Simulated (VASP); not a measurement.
Crystal: Si.

```
CELL_PARAMETERS angstrom
0.00000 2.73484 2.73484
2.73484 0.00000 2.73484
2.73484 2.73484 0.00000
ATOMIC_POSITIONS crystal
Si 0.75000 0.75000 0.75000
Si 0.50000 0.50000 0.50000
```

* Program: VASP 6.6.1
* Task: relaxation of cell and atoms
* Functional: PBE
* Dispersion: D3(BJ)
* Potentials or basis: VASP PAW PBE potentials, release 64 (Si)
* Cutoff: 600 eV
* k mesh: 10 × 10 × 10
* Occupations: gaussian, width 0.02 eV
* Spin: no spin polarisation

At the start: pressure -2.3 GPa; volume 20.45 Å³/atom.

**Question.** How do energy, volume and symmetry change on relaxing?

**Answer.** Over 3 steps the energy falls by 4.2 meV/atom and the volume is 19.90 Å³/atom (-2.7 %); space group Fd-3m (No. 227, to 0.1 Å) before and after.

Step by step:
```csv
step,energy change (eV),largest force (eV/Å),pressure (GPa),volume (Å³)
1,0.0000,0.0000,-2.34,40.91
2,-0.0053,0.0000,1.56,39.16
3,-0.0084,0.0000,0.01,39.80
```

Final structure:
```yaml
crystal:
  lattice:
    - [0.00000, 2.70994, 2.70994]
    - [2.70994, 0.00000, 2.70994]
    - [2.70994, 2.70994, 0.00000]
  atoms:
    - { symbol: Si, position: [0.75000, 0.75000, 0.75000] }
    - { symbol: Si, position: [0.50000, 0.50000, 0.50000] }
```
